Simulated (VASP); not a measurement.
CaO:

```
Ca O
1.0
     0.00000    2.58756    2.58756
     2.58756    0.00000    2.58756
     2.58756    2.58756    0.00000
Ca O
1 1
Direct
  0.00000 0.00000 0.00000
  0.25000 0.25000 0.25000
```

| Quantity | Value |
| --- | --- |
| Program | VASP 6.6.1 |
| Task | relaxation of cell and atoms |
| Functional | PBE |
| Potentials or basis | VASP PAW PBE potentials, release 64 (Ca_sv, O) |
| Cutoff | 600 eV |
| k mesh | 8 × 8 × 8 |
| Occupations | gaussian, width 0.02 eV |
| Spin | no spin polarisation |

At the start: pressure 3.7 GPa; volume 17.32 Å³/atom.

Q: Where does the relaxation end?

A: Over 3 steps the energy falls by 8.7 meV/atom and the volume is 18.11 Å³/atom (+4.5 %); space group F-43m (No. 216, to 0.05 Å).

Step by step:
```
step  energy change (eV)  largest force (eV/Å)  pressure (GPa)  volume (Å³)
   1              0.0000                0.0000            3.69        34.65
   2             -0.0160                0.0000           -0.94        36.69
   3             -0.0174                0.0000            0.01        36.22
```

Final structure:
```cif
data_structure
_symmetry_space_group_name_H-M 'P 1'
_symmetry_Int_Tables_number 1
_cell_length_a 3.7138
_cell_length_b 3.7138
_cell_length_c 3.7138
_cell_angle_alpha 60.000
_cell_angle_beta 60.000
_cell_angle_gamma 60.000
_cell_volume 36.22
loop_
_atom_site_label
_atom_site_type_symbol
_atom_site_fract_x
_atom_site_fract_y
_atom_site_fract_z
_atom_site_occupancy
Ca1 Ca 0.00000 0.00000 0.00000 1
O1 O 0.25000 0.25000 0.25000 1
```
